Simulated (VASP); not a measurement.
Set up this calculation in VASP 6.6.1, as the native input.

```
Task                   : single point
Functional             : RPBE
Potentials or basis    : VASP PAW PBE potentials, release 64 (Ta_pv)
Cutoff                 : 520 eV
k mesh                 : 12 × 12 × 7
Occupations            : fermi-dirac, width 0.1 eV
Spin                   : no spin polarisation
Dipole correction      : no
Further INCAR settings : ALGO = Normal; EDIFF = 1e-06; NBANDS = 18
```

The structure of Ta lies in POSCAR:

```
Ta
1.0
    2.9174656991      0.0000000000      0.0000000000
   -1.4587328496      2.5265994101      0.0000000000
    0.0000000000      0.0000000000      5.1751368142
Ta
2
Direct
    0.3333333333      0.6666666667      0.2500000000
    0.6666666667      0.3333333333      0.7500000000
```

The input as run:

INCAR

```
ALGO = Normal
EDIFF = 1E-6
ENCUT = 520
GGA = RP
ISIF = 2
ISMEAR = -1
LASPH = True
LCHARG = False
LREAL = False
LWAVE = False
NBANDS = 18
NELM = 100
PREC = Accurate
SIGMA = 0.1
```

KPOINTS

```
k-points
0
Gamma
  12 12 7
```

Potentials or basis: VASP PAW PBE potentials, release 64 (Ta_pv).

Launch:

```bash
$ cat potpaw_PBE.64/Ta_pv/POTCAR > POTCAR
$ mpirun -np 1 vasp_std > vasp.out
```

Results of the run:

```yaml
Pressure: 0.0 GPa
Band_gap_on_the_k_mesh: zero (band 11 reaches 6.60 eV, above the bottom of band 12 at 4.92 eV)
```

Caveat: the PAW data sets were made with another functional, which shifts forces and pressure a little; spin-orbit coupling is left out, which moves the levels of the heavy elements.

Wall time 22 s on 1 thread of AMD EPYC 9R45 96-Core Processor (Zen 5), with other jobs on the host, peak memory 0.15 GiB.
